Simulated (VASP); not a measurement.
Input of a VASP 6.6.1 run:

Contents of INCAR:

```
SYSTEM = SiO2
PREC = Accurate
ENCUT = 520
EDIFF = 1E-6
ISMEAR = 0
SIGMA = 0.05
LREAL = .False.
LASPH = .True.
NELM = 100
ALGO = Normal
ISIF = 2
LWAVE = .False.
LCHARG = .False.
GGA = PE
NBANDS = 25
```

Contents of KPOINTS:

```
regular mesh
0
Gamma
  6 6 6
  0 0 0
```

POSCAR

```
SiO2
1.0
   -2.3877008061      2.3877008061      3.5971559037
    2.3877008061     -2.3877008061      3.5971559037
    2.3877008061      2.3877008061     -3.5971559037
Si O
2 4
Direct
    0.0000000000      0.0000000000      0.0000000000
    0.7500000000      0.2500000000      0.5000000000
    0.9670112602      0.6250000000      0.8420112602
    0.3750000000      0.2170112602      0.3420112602
    0.7829887398      0.1250000000      0.1579887398
    0.8750000000      0.0329887398      0.6579887398
```

Potentials or basis: VASP PAW PBE potentials, release 64 (Si, O).

Run with:

```sh
$ cat potpaw_PBE.64/Si/POTCAR potpaw_PBE.64/O/POTCAR > POTCAR
$ mpirun -np 1 vasp_std > vasp.out
```

(1) Estimate the largest force.

(2) What does it give for the band gap on the k mesh?

(3) Predict the pressure.

## Answers

(1) 1.554 eV/Å.

(2) 6.33 eV, direct.

(3) 25.5 GPa.

Caveat: the cell differs from its parent crystal (strain -0.050 along x and y, -0.025 along z); forces of over 1 eV/Å act on the atoms, so gaps and moduli don't describe the material at rest.
